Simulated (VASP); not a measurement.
A run of VASP 6.6.1 is set up as follows.

INCAR

```
SYSTEM = MoS2
PREC     = Accurate       ! precision mode
ENCUT    = 520            ! plane-wave cutoff, eV
EDIFF    = 1E-6           ! SCF threshold, eV
ISMEAR   = -1             ! smearing method
SIGMA    = 0.05           ! smearing width, eV
LREAL    = .False.        ! projectors in reciprocal space
LASPH    = .True.         ! aspherical terms in the spheres
NELM     = 80             ! most SCF steps
ALGO     = Normal         ! electronic algorithm
ISIF     = 2              ! what is computed and relaxed
LWAVE    = .False.        ! write WAVECAR
LCHARG   = .True.         ! write CHGCAR
GGA      = PS             ! functional
LELF     = .True.         ! ELF
LVHAR    = .True.       
NBANDS   = 20             ! bands
```

The input KPOINTS:

```
regular mesh
0
Gamma
  10 10 2
  0 0 0
```

Contents of POSCAR:

```
MoS2
1.0
    3.1841260822      0.0000000000      0.0000000000
   -1.5920630411      2.7575340760      0.0000000000
    0.0000000000      0.0000000000     17.3345999500
Mo S
1 2
Direct
    0.0000000000      0.0000000000      0.0000000000
    0.3333333333      0.6666666667      0.9105070200
    0.3333333333      0.6666666667      0.0894929800
```

Potentials or basis: VASP PAW PBE potentials, release 64 (Mo_sv, S).

Launch:

```sh
$ cat potpaw_PBE.64/Mo_sv/POTCAR potpaw_PBE.64/S/POTCAR > POTCAR
$ mpirun -np 1 vasp_std > vasp.out
```

(1) What does it give for the largest force?

(2) Predict the band gap on the k mesh.

## Answers

(1) 0.146 eV/Å.

(2) 1.74 eV, indirect (least direct gap 1.93 eV).

Caveat: the PAW data sets were made with another functional, which shifts forces and pressure a little.
